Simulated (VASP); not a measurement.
Crystal: SnO2.

```
Sn O
1.0
     4.78800    0.00000    0.00000
     0.00000    4.86658    0.00000
     0.00000    0.00000    3.24090
Sn O
2 4
Cartesian
  0.0000 0.0000 0.0000
  2.3940 2.4333 1.6204
  3.3906 3.3042 0.0000
  0.9966 3.9957 1.6204
  3.7914 0.8709 1.6204
  1.3974 1.5624 0.0000
```

Base run:

```yaml
Program: VASP 6.6.1
Functional: BLYP
Potentials_or_basis: VASP PAW PBE potentials, release 64 (Sn_d, O)
Cutoff: 520 eV
k_mesh: 5 × 5 × 6
Occupations: fermi-dirac, width 0.05 eV
Spin: no spin polarisation
```

Its results: band gap on the k mesh 0.86 eV; pressure 5.5 GPa; largest force 0.091 eV/Å.

Task: The run is repeated on the same cell with these changes: functional from BLYP to r2SCAN. What comes out?

Result: Band gap on the k mesh 1.42 eV; pressure -7.3 GPa; largest force 0.118 eV/Å.

Caveats: the PAW data sets were made with another functional, which shifts forces and pressure a little; spin-orbit coupling is left out, which moves the levels of the heavy elements; the cell stands under pressure (at least some runs); the cell stands under tension (at least some runs).

